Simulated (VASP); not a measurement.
# Be in VASP: further runs, part 3 of 3

VASP 6.6.1.

## Step 5: Electric field gradients, PBEsol (equal xy, yz and zx shear strains of +2 %)

INCAR

```
PREC = Accurate
ENCUT = 520
EDIFF = 1E-8
ISMEAR = -1
SIGMA = 0.05
LREAL = False
LASPH = True
NELM = 80
ALGO = Normal
ISIF = 2
LWAVE = False
LCHARG = False
GGA = PS
LEFG = True
NBANDS = 12
```

KPOINTS

```
regular mesh
0
Gamma
  9 9 14
```

POSCAR

```
Be
1.0
    3.7468140000      0.0374681400      0.0374681400
    0.0374681400      3.7468140000      0.0374681400
    0.0228128000      0.0228128000      2.2812800000
Be
4
Direct
    0.2974080000      0.2974080000      0.0000000000
    0.7025920000      0.7025920000      0.0000000000
    0.2025920000      0.7974080000      0.5000000000
    0.7974080000      0.2025920000      0.5000000000
```

Potentials or basis: VASP PAW PBE potentials, release 64 (Be).

On the command line:

```bash
> cat potpaw_PBE.64/Be/POTCAR > POTCAR
> mpirun -np 1 vasp_std > vasp.out
```

OUTCAR:

```text
PREC = Accurate
   ENCUT = 520
   EDIFF = 1E-8
   ISMEAR = -1
   LREAL = False
   LASPH = True
   NELM = 80
   ISIF = 2
   GGA = PS

 ion  position               nearest neighbor table
   1  0.297  0.297  0.000-   2 2.17   3 2.20   4 2.20   3 2.21   4 2.21   3 2.23   4 2.23   3 2.25
                             4 2.25
   2  0.703  0.703  0.000-   1 2.17   4 2.20   3 2.20   3 2.21   4 2.21   4 2.23   3 2.23   3 2.25
                             4 2.25
   3  0.203  0.797  0.500-   4 2.13   2 2.20   1 2.20   1 2.21   2 2.21   1 2.23   2 2.23   1 2.25
                             2 2.25
   4  0.797  0.203  0.500-   3 2.13   2 2.20   1 2.20   2 2.21   1 2.21   2 2.23   1 2.23   1 2.25
                             2 2.25

  LATTYP: Found a base centered monoclinic cell.
 ALAT       =     5.3523077337
 B/A-ratio  =     0.9801019455
 C/A-ratio  =     0.4262662444
 COS(beta)  =    -0.0281386778

  Lattice vectors:

 A1 = (  -3.7468140000,  -0.0374681400,  -0.0374681400)
 A2 = (  -0.0374681400,  -3.7468140000,  -0.0374681400)
 A3 = (   0.0228128000,   0.0228128000,   2.2812800000)

Analysis of symmetry for initial positions (statically):
=====================================================================
 Subroutine PRICEL returns:
 Original cell was already a primitive cell.

 Routine SETGRP: Setting up the symmetry group for a
 base centered monoclinic supercell.

 Subroutine GETGRP returns: Found  4 space group operations
 (whereof  4 operations were pure point group operations)
 out of a pool of  4 trial point group operations.

The static configuration has the point symmetry C_2h.

Analysis of symmetry for dynamics (positions and initial velocities):
=====================================================================
 Subroutine PRICEL returns:
 Original cell was already a primitive cell.

 Routine SETGRP: Setting up the symmetry group for a
 base centered monoclinic supercell.

 Subroutine GETGRP returns: Found  4 space group operations
 (whereof  4 operations were pure point group operations)
 out of a pool of  4 trial point group operations.

The dynamic configuration has the point symmetry C_2h.

 Subroutine INISYM returns: Found  4 space group operations
 (whereof  4 operations are pure point group operations),
 and found     1 'primitive' translations

----------------------------------------------------------------------------------------

                                     Primitive cell

  volume of cell :      32.0165

  direct lattice vectors                    reciprocal lattice vectors
     3.746814000  0.037468140  0.037468140     0.266946280 -0.002643032 -0.002643032
     0.037468140  3.746814000  0.037468140    -0.002643032  0.266946280 -0.002643032
     0.022812800  0.022812800  2.281280000    -0.004340963 -0.004340963  0.438437219

  length of vectors
     3.747188663  3.747188663  2.281508117     0.266972447  0.266972447  0.438480197

  position of ions in fractional coordinates (direct lattice)
     0.297408000  0.297408000  0.000000000
     0.702592000  0.702592000  0.000000000
     0.202592000  0.797408000  0.500000000
     0.797408000  0.202592000  0.500000000

  ion indices of the primitive-cell ions
   primitive index   ion index
[... 99 lines left out ...]
  Thomas-Fermi vector in A             =   2.165263
   LORBIT       =      0    0 simple, 1 ext, 2 COOP (PROOUT), +10 PAW based schemes
   GGA     = PS    functional components
   LHFCALC =     F    Hartree Fock is set to
   AEXX    =    0.0000 exact exchange contribution
   IVDW    =     0    specifies the selected vdW correction
   LEPSILON=     F    determine dielectric tensor
   LRPA    =     F    only Hartree local field effects (RPA)
 non-spin polarized calculation
  energy-cutoff  :      520.00
  volume of cell :       32.02
 maximum number of plane-waves:       874
   NGX = 13   NGY = 13   NGZ =  9

 number of electron       8.0000000 magnetization

 Free energy of the ion-electron system (eV)
  ---------------------------------------------------
  ext. energy  EPLUGINS =         0.00000000
  ---------------------------------------------------
  free energy    TOTEN  =       -15.75616654 eV

  energy without entropy =      -15.75163500  energy(sigma->0) =      -15.75390077

 E-fermi :   6.7771     XC(G=0): -10.5660

 val. band max:        6.7572512398   @ k =  -0.0000  -0.0000   0.2857
 cond. band min:       6.7810752732   @ k =   0.1111  -0.0000   0.2857
 fundamental gap:      0.0238240333
 Fermi energy:         6.7771441572

 k-point     1 :       0.0000    0.0000    0.0000
  band No.  band energies     occupation
      1      -4.3602      2.00000
      2       1.8140      2.00000
      3       2.3786      2.00000
      4       5.7750      2.00000
      5       5.7938      2.00000
      6      11.2981      0.00000
      7      11.9638      0.00000
      8      14.1457      0.00000
      9      16.0141      0.00000
     10      17.3815      0.00000
     11      22.8278      0.00000
     12      22.8387      0.00000
[... 331 lines left out ...]
 k-point    24 :       0.4444    0.4444    0.0000
  band No.  band energies     occupation
      1      -1.2878      2.00000
      2      -0.2876      2.00000
      3      -0.2532      2.00000
      4       0.4442      2.00000
      5      14.1350      0.00000
      6      15.0050      0.00000
      7      15.1130      0.00000
      8      17.1128      0.00000
      9      18.9746      0.00000
     10      19.4479      0.00000
     11      19.5701      0.00000
     12      20.4666      0.00000

 [... further k-points ...]
[... 5 lines left out ...]
  --------------------------------------------------------------------------------------
  -------------------------------------------------------------------------------------
  Total       -0.0416284     -0.0416284     -0.2992006     -0.5401965     -0.6856014     -0.6856013
  in kB       -2.0831824     -2.0831824    -14.9726805    -27.0326665    -34.3090604    -34.3090600
  external PRESSURE =      -6.3796818 kB  Pullay stress =       0.0000000 kB

 VOLUME and BASIS-vectors are now :
 -----------------------------------------------------------------------------
  energy-cutoff  :      520.00
  volume of cell :       32.02
      direct lattice vectors                 reciprocal lattice vectors
     3.746814000  0.037468140  0.037468140     0.266946280 -0.002643032 -0.002643032
     0.037468140  3.746814000  0.037468140    -0.002643032  0.266946280 -0.002643032
     0.022812800  0.022812800  2.281280000    -0.004340963 -0.004340963  0.438437219

 POSITION                                       TOTAL-FORCE (eV/Angst)
 -----------------------------------------------------------------------------------
      1.12548      1.12548      0.02229        -0.014932     -0.014932     -0.055612
      2.65881      2.65881      0.05265         0.014932      0.014932      0.055612
      0.80036      3.00674      1.17811        -0.008019      0.008019     -0.000000
      3.00674      0.80036      1.17811         0.008019     -0.008019      0.000000
 -----------------------------------------------------------------------------------
    total drift:                                0.000000      0.000000     -0.000000

  FREE ENERGIE OF THE ION-ELECTRON SYSTEM (eV)
  ---------------------------------------------------
  free  energy   TOTEN  =       -15.7561665412 eV

  energy  without entropy=      -15.7516350021  energy(sigma->0) =      -15.75390077

 Electric field gradients (V/A^2)
---------------------------------------------------------------------
 ion       V_xx      V_yy      V_zz      V_xy      V_xz      V_yz
---------------------------------------------------------------------
   1       0.245     0.245    -0.489    -1.307     0.216     0.216
   2       0.245     0.245    -0.489    -1.307     0.216     0.216
   3       0.261     0.261    -0.522     1.633     0.184     0.184
   4       0.261     0.261    -0.522     1.633     0.184     0.184
---------------------------------------------------------------------

 Electric field gradients after diagonalization (V/A^2)
 (convention: |V_zz| > |V_xx| > |V_yy|)
----------------------------------------------------------------------
 ion       V_xx      V_yy      V_zz     asymmetry (V_yy - V_xx)/ V_zz
----------------------------------------------------------------------
   1      -1.195    -0.357     1.552       0.540
   2      -1.195    -0.357     1.552       0.540
   3      -1.372    -0.549     1.922       0.428
   4      -1.372    -0.549     1.922       0.428
----------------------------------------------------------------------

           NMR quadrupolar parameters

 Cq : quadrupolar parameter    Cq=e*Q*V_zz/h
 eta: asymmetry parameters     (V_yy - V_xx)/ V_zz
 Q  : nuclear electric quadrupole moment in mb (millibarn)
----------------------------------------------------------------------
 ion       Cq(MHz)       eta       Q (mb)
----------------------------------------------------------------------
   1       0.004       0.540       1.000
   2       0.004       0.540       1.000
   3       0.005       0.428       1.000
   4       0.005       0.428       1.000
----------------------------------------------------------------------
```

stdout:

```text
POSCAR found type information on POSCAR Be
 POSCAR found :  1 types and       4 ions
 scaLAPACK will be used
 -----------------------------------------------------------------------------
|                                                                             |
|                                                                             |
|     You enforced a specific xc type in the INCAR file but a different       |
|     I HOPE YOU KNOW WHAT YOU ARE DOING!                                     |
|                                                                             |
 -----------------------------------------------------------------------------

 LDA part: xc-table for (Slater+PW92), standard interpolation
 POSCAR, INCAR and KPOINTS ok, starting setup
 FFT: planning ... GRIDC
 FFT: planning ... GRID_SOFT
 FFT: planning ... GRID
 WAVECAR not read
 entering main loop
ion   1

ion   2

ion   3

ion   4
```

Run time: 31 s. Hardware: 1 thread of Intel Xeon 6975P-C (Granite Rapids), shared host; peak memory 0.2 GiB.

Results:

```yaml
Free_energy: -15.7562 eV
Pressure: -0.6 GPa
Largest_force: 0.059 eV/Å
Band_gap_on_the_k_mesh: zero (bands 4 and 5 overlap by 1.97 eV)
Largest_electric_field_gradient_by_atom: Be +1.6, +1.9 (each value once) V/Å²
```

Forces on the atoms (eV/Å):
```
Be  -0.015 -0.015 -0.056
Be   0.015  0.015  0.056
Be  -0.008  0.008  0.000
Be   0.008 -0.008  0.000
```

Stress tensor (GPa, compression positive):
```
-0.21 -2.70 -3.43
-2.70 -0.21 -3.43
-3.43 -3.43 -1.50
```

Electric field gradients, principal values (V/Å²):
```tsv
atom	least	middle	greatest (by size)
1 Be	-0.357	-1.195	1.552
2 Be	-0.357	-1.195	1.552
3 Be	-0.549	-1.372	1.922
4 Be	-0.549	-1.372	1.922
```

Caveat: the cell differs from its parent crystal (equal xy, yz and zx shear strains of +2 %); without QUAD_EFG the Cq values of the log hold for a quadrupole moment of 1 mb, not for the nuclei; the PAW data sets were made with another functional, which shifts forces and pressure a little.

## Step 6: Electric field gradients, PBEsol (equal xy, yz and zx shear strains of -2 %)

INCAR

```
ALGO = Normal
EDIFF = 1E-8
ENCUT = 520
GGA = PS
ISIF = 2
ISMEAR = -1
LASPH = True
LCHARG = False
LEFG = True
LREAL = False
LWAVE = False
NBANDS = 12
NELM = 60
PREC = Accurate
SIGMA = 0.05
```

KPOINTS

```
k-points
0
Gamma
  9 9 14
```

POSCAR

```
Be
1.0
    3.7468140000     -0.0374681400     -0.0374681400
   -0.0374681400      3.7468140000     -0.0374681400
   -0.0228128000     -0.0228128000      2.2812800000
Be
4
Direct
    0.2974080000      0.2974080000      0.0000000000
    0.7025920000      0.7025920000      0.0000000000
    0.2025920000      0.7974080000      0.5000000000
    0.7974080000      0.2025920000      0.5000000000
```

Potentials or basis: VASP PAW PBE potentials, release 64 (Be).

On the command line:

```bash
> cat potpaw_PBE.64/Be/POTCAR > POTCAR
> mpirun -np 1 vasp_std > vasp.out
```

OUTCAR:

```text
EDIFF = 1E-8
   ENCUT = 520
   GGA = PS
   ISIF = 2
   ISMEAR = -1
   LASPH = True
   LREAL = False
   NELM = 60
   PREC = Accurate

 ion  position               nearest neighbor table
   1  0.297  0.297  0.000-   2 2.13   3 2.19   4 2.19   3 2.21   4 2.21   4 2.24   3 2.24   3 2.24
                             4 2.24
   2  0.703  0.703  0.000-   1 2.13   3 2.19   4 2.19   4 2.21   3 2.21   3 2.24   4 2.24   3 2.24
                             4 2.24
   3  0.203  0.797  0.500-   4 2.17   1 2.19   2 2.19   1 2.21   2 2.21   2 2.24   1 2.24   1 2.24
                             2 2.24
   4  0.797  0.203  0.500-   3 2.17   1 2.19   2 2.19   2 2.21   1 2.21   1 2.24   2 2.24   1 2.24
                             2 2.24

  LATTYP: Found a base centered monoclinic cell.
[... 595 lines left out ...]
   1       0.267     0.267    -0.534    -1.612    -0.195    -0.195
   2       0.267     0.267    -0.534    -1.612    -0.195    -0.195
   3       0.247     0.247    -0.495     1.326    -0.162    -0.162
   4       0.247     0.247    -0.495     1.326    -0.162    -0.162
---------------------------------------------------------------------

 Electric field gradients after diagonalization (V/A^2)
 (convention: |V_zz| > |V_xx| > |V_yy|)
----------------------------------------------------------------------
 ion       V_xx      V_yy      V_zz     asymmetry (V_yy - V_xx)/ V_zz
----------------------------------------------------------------------
   1      -1.430    -0.449     1.879       0.522
   2      -1.430    -0.449     1.879       0.522
   3      -1.079    -0.520     1.599       0.350
   4      -1.079    -0.520     1.599       0.350
----------------------------------------------------------------------

           NMR quadrupolar parameters

 Cq : quadrupolar parameter    Cq=e*Q*V_zz/h
 eta: asymmetry parameters     (V_yy - V_xx)/ V_zz
 Q  : nuclear electric quadrupole moment in mb (millibarn)
----------------------------------------------------------------------
 ion       Cq(MHz)       eta       Q (mb)
----------------------------------------------------------------------
   1       0.005       0.522       1.000
   2       0.005       0.522       1.000
   3       0.004       0.350       1.000
   4       0.004       0.350       1.000
----------------------------------------------------------------------
```

stdout:

```text
POSCAR found type information on POSCAR Be
 POSCAR found :  1 types and       4 ions
 scaLAPACK will be used
 -----------------------------------------------------------------------------
|                                                                             |
|                                                                             |
|     You enforced a specific xc type in the INCAR file but a different       |
|     I HOPE YOU KNOW WHAT YOU ARE DOING!                                     |
|                                                                             |
 -----------------------------------------------------------------------------

 LDA part: xc-table for (Slater+PW92), standard interpolation
 POSCAR, INCAR and KPOINTS ok, starting setup
 FFT: planning ... GRIDC
 FFT: planning ... GRID_SOFT
 FFT: planning ... GRID
 WAVECAR not read
 entering main loop
ion   1

ion   2

ion   3

ion   4
```

Wall time 42 s (1 thread of Intel Xeon 6975P-C (Granite Rapids), shared host); peak memory 0.2 GiB.

Results:

- Free energy: -15.7564 eV
- Pressure: -0.6 GPa
- Largest force: 0.081 eV/Å
- Band gap on the k mesh: zero (bands 4 and 5 overlap by 1.99 eV)
- Largest electric field gradient by atom: Be +1.9, +1.6 (each value once) V/Å²

Forces on the atoms (eV/Å):
```
Be   0.014  0.014  0.079
Be  -0.014 -0.014 -0.079
Be   0.020 -0.020  0.000
Be  -0.020  0.020  0.000
```

Levels at points of the mesh, in eV from the Fermi level:
| k point | band 1 | band 2 | band 3 | band 4 | band 5 | band 6 | band 7 | band 8 |
| --- | --- | --- | --- | --- | --- | --- | --- | --- |
| (0.00, 0.00, 0.00) | -11.14 | -4.97 | -4.40 | -1.01 | -0.99 | 4.51 | 5.19 | 7.36 |
| (0.00, 0.00, 0.50) | -5.80 | -5.79 | 0.95 | 1.00 | 1.83 | 1.87 | 2.59 | 2.65 |

Electric field gradients, principal values (V/Å²):
```tsv
atom	least	middle	greatest (by size)
1 Be	-0.449	-1.430	1.879
2 Be	-0.449	-1.430	1.879
3 Be	-0.520	-1.079	1.599
4 Be	-0.520	-1.079	1.599
```

Caveat: the cell differs from its parent crystal (equal xy, yz and zx shear strains of -2 %); without QUAD_EFG the Cq values of the log hold for a quadrupole moment of 1 mb, not for the nuclei; the PAW data sets were made with another functional, which shifts forces and pressure a little.

## Step 7: The runs side by side

| cell | gap on the mesh (eV) | pressure (GPa) | largest force (eV/Å) |
| --- | --- | --- | --- |
| a = 3.859, b = 3.859, c = 2.281 Å, 4 atoms | none | -6.8 | 0.12 |
| a = 3.748, b = 3.748, c = 2.282 Å, angles 91.7°, 4 atoms | none | -0.5 | 0.13 |
| a = 3.747, b = 3.747, c = 2.281 Å, angles 90.6°, 4 atoms | none | -0.7 | 0.04 |
| a = 3.747, b = 3.747, c = 2.282 Å, angles 88.8°, 4 atoms | none | -0.6 | 0.06 |
| a = 3.747, b = 3.747, c = 2.282 Å, angles 91.1°, 4 atoms | none | -0.6 | 0.08 |

Alike in all rows: task electric field gradients; level PBEsol; potentials or basis VASP PAW PBE potentials, release 64 (Be); no spin polarisation; k mesh 9 × 9 × 14; cutoff (eV) 520; smearing fermi-dirac 0.05 eV.

Caveats: the PAW data sets were made with another functional, which shifts forces and pressure a little; the cell stands under tension (at least some runs).

Absolute energies hang on the potentials; compare differences alone.
